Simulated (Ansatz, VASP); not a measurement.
# Ta in VASP and in Ansatz

Contents of INCAR:

```
PREC     = Accurate       # precision mode
ENCUT    = 520            # plane-wave cutoff, eV
EDIFF    = 1E-7           # SCF threshold, eV
ISMEAR   = 0              # smearing method
SIGMA    = 1.0            # smearing width, eV
LREAL    = False          # projectors in reciprocal space
LASPH    = True           # aspherical terms in the spheres
NELM     = 100            # most SCF steps
ALGO     = Normal         # electronic algorithm
ISIF     = 2              # what is computed and relaxed
LWAVE    = False          # write WAVECAR
LCHARG   = False          # write CHGCAR
GGA      = PE             # functional
NBANDS   = 12             # bands
```

File KPOINTS:

```
Automatic mesh
0
Gamma
  13 13 13
```

File POSCAR:

```
Ta
1.0
   -1.6607181506      1.6607181506      1.6607181506
    1.6607181506     -1.6607181506      1.6607181506
    1.6607181506      1.6607181506     -1.6607181506
Ta
1
Direct
    0.0000000000      0.0000000000      0.0000000000
```

Input for Ansatz:

```yaml
crystal:
  lattice:
    - [-1.6607181506, 1.6607181506, 1.6607181506]
    - [1.6607181506, -1.6607181506, 1.6607181506]
    - [1.6607181506, 1.6607181506, -1.6607181506]
  atoms:
    - { symbol: Ta, position: [0.0, 0.0, 0.0] }
hamiltonian:
  xc: pbe
  pseudopotentials:
    kind: paw
    azcp:
      Ta: "pseudopotentials/Ta.paw.azcp"
basis:
  ecutwfc: 420
  fft_grid_basis: typed
kpoints:
  mp_grid: { grid: [13, 13, 13], shift: [0, 0, 0] }
magnetization:
  spin_polarized: false
scf:
  occupations: { method: gaussian, width: 1.0 }
  lower_state_search: "off"
output:
  stress: true
  write_density: true
  write_potential: true
  elf: true
  volumetric_format: npy
```

Alike in both runs: task single point; functional PBE; k mesh 13 × 13 × 13; occupations gaussian, width 1 eV; no spin polarisation.

|  | VASP | Ansatz |
| --- | --- | --- |
| version | VASP 6.6.1 | Ansatz 0.2.0 |
| potentials or method | VASP PAW PBE potentials, release 64 (Ta_pv), cutoff 520 eV | plane waves (420 eV) with PAW, scalar-relativistic |
| valence electrons in the cell | 11 | 13 |

VASP gave:

* pressure (GPa): 2.3

Question: Which values does Ansatz return?

Answer: Pressure (GPa): 2.2.

VASP's potentials hold 11 valence electrons a cell and Ansatz's 13, so a difference there can come from the potentials and not from the codes.

Spin-orbit coupling is off throughout.
